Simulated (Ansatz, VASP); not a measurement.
Zn: VASP beside Ansatz

Contents of INCAR:

```
  PREC = Accurate
  ENCUT = 520
  EDIFF = 1E-7
  ISMEAR = -1
  SIGMA = 0.1
  LREAL = False
  LASPH = True
  NELM = 80
  ALGO = Normal
  ISIF = 2
  LWAVE = False
  LCHARG = False
  GGA = RE
  NBANDS = 32
```

The input KPOINTS:

```
regular mesh
0
Gamma
  15 15 4
```

POSCAR

```
Zn
1.0
    2.6493513381      0.0000000000      0.0000000000
   -1.3246756690      2.2944055623      0.0000000000
    0.0000000000      0.0000000000      9.9222749067
Zn
4
Direct
    1.0000000000      1.0000000000      0.0000000000
    0.0000000000      0.0000000000      0.5000000000
    0.3333333333      0.6666666667      0.2500000000
    0.6666666667      0.3333333333      0.7500000000
```

Input for Ansatz:

```yaml
crystal:
  lattice:
    - [2.6493513381, 0.0, 0.0]
    - [-1.324675669, 2.2944055623, 0.0]
    - [0.0, 0.0, 9.9222749067]
  atoms:
    - { symbol: Zn, position: [1.0, 1.0, 0.0] }
    - { symbol: Zn, position: [0.0, 0.0, 0.5] }
    - { symbol: Zn, position: [0.3333333333, 0.6666666667, 0.25] }
    - { symbol: Zn, position: [0.6666666667, 0.3333333333, 0.75] }
hamiltonian:
  xc: revpbe
  pseudopotentials:
    kind: paw
    azcp:
      Zn: "pseudopotentials/Zn.paw.azcp"
basis:
  ecutwfc: 420
  fft_grid_basis: typed
kpoints:
  mp_grid: { grid: [15, 15, 4], shift: [0, 0, 0] }
magnetization:
  spin_polarized: false
scf:
  occupations: { method: fermi_dirac, width: 0.1 }
  lower_state_search: "off"
output:
  stress: true
```

Alike in both runs: task single point; functional revPBE; k mesh 15 × 15 × 4; occupations fermi-dirac, width 0.1 eV; no spin polarisation.

```csv
,VASP,Ansatz
version,VASP 6.6.1,Ansatz 0.2.0
potentials or method,"VASP PAW PBE potentials, release 64 (Zn), cutoff 520 eV","plane waves (420 eV) with PAW, scalar-relativistic"
valence electrons in the cell,48,48
```

|  | VASP | Ansatz | Ansatz less VASP |
| --- | --- | --- | --- |
| pressure (GPa) | 3.4 | 3.0 | -0.34 |
| traceless stress, the component that is largest in VASP (GPa) | 0.95 | 1.12 | +0.169 |

VASP's potentials were made for PBE, not for revPBE. The functional is the same, so the differences come from potentials, cutoffs and numerics.
